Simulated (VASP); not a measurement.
**CoO: single point with r2SCAN**

Crystal: CoO.

```xyz
2
Lattice="-1.5080 1.5080 2.1073 1.5080 -1.5080 2.1073 1.5080 1.5080 -2.1073" Properties=species:S:1:pos:R:3 pbc="T T T"
Co    0.0000    0.0000    0.0000
O     0.0000    0.0000    2.1073
```

```json
{
  "Program": "VASP 6.6.1",
  "Task": "single point",
  "Functional": "r2SCAN",
  "Potentials or basis": "VASP PAW PBE potentials, release 64 (Co, O)",
  "Cutoff": "520 eV",
  "k mesh": "10 × 10 × 10",
  "Occupations": "methfessel-paxton, width 0.05 eV",
  "Spin": "collinear spin, ferromagnetic start",
  "Starting moments": "[2.0, 0.0] μB"
}
```

| Item | Value |
| --- | --- |
| Pressure | -4.9 GPa |
| Band gap on the k mesh | zero (filled and empty bands overlap) |
| Net moment | 3.00 μB per cell |
| Site moments | Co +2.70; O +0.28 μB |
| Valence electrons inside the program's atomic spheres | Co 7.78; O 5.04 |

Stress tensor (GPa, compression positive):
```
 -1.92   0.00   0.00
  0.00  -1.92   0.00
  0.00   0.00 -10.88
```

Levels at points of the mesh, in eV from the Fermi level:
Spin up:
```tsv
k point	band 5	band 6	band 7	band 8	band 9	band 10	band 11	band 12	band 13	band 14
(0.00, 0.00, 0.00)	-3.97	-3.51	-3.36	-3.36	-3.11	1.33	17.47	18.49	18.49	18.84
(0.50, 0.00, 0.00)	-3.35	-3.05	-2.20	-0.45	-0.36	5.49	9.98	13.93	14.18	21.13
(0.50, 0.50, 0.00)	-4.55	-3.94	-3.18	-3.11	-2.16	6.28	10.49	11.89	16.68	16.69
(0.50, 0.50, 0.50)	-3.99	-3.62	-3.47	-3.12	-3.12	6.33	10.56	12.05	16.54	16.54
```
Spin down:
| k point | band 2 | band 3 | band 4 | band 5 | band 6 | band 7 | band 8 | band 9 | band 10 | band 11 |
| --- | --- | --- | --- | --- | --- | --- | --- | --- | --- | --- |
| (0.00, 0.00, 0.00) | -2.77 | -2.68 | -2.68 | -1.54 | -1.04 | -1.04 | 0.48 | 1.35 | 2.14 | 17.76 |
| (0.50, 0.00, 0.00) | -7.88 | -4.85 | -4.63 | -0.52 | 0.03 | 0.23 | 3.25 | 3.90 | 5.95 | 11.14 |
| (0.50, 0.50, 0.00) | -6.66 | -4.10 | -3.94 | -2.15 | -0.40 | 0.23 | 1.08 | 2.27 | 7.41 | 11.25 |
| (0.50, 0.50, 0.50) | -6.71 | -4.04 | -4.04 | -2.62 | 0.22 | 0.22 | 1.48 | 1.91 | 7.42 | 11.42 |

Run time: 3.7 min on 1 thread of AMD EPYC 9R14 (Zen 4), on a shared host, peak memory 0.17 GiB.

Caveat: the cell stands under tension; the PAW data sets were made with another functional, which shifts forces and pressure a little; a cell with one magnetic atom can't hold antiferromagnetic order, which such compounds often take; semilocal functionals often make such compounds metallic where correlation or magnetic order opens a gap, which also shifts bond lengths. With open d or f shells a metallic result of r2SCAN can be an artefact of self-interaction; +U or a hybrid may open a gap.
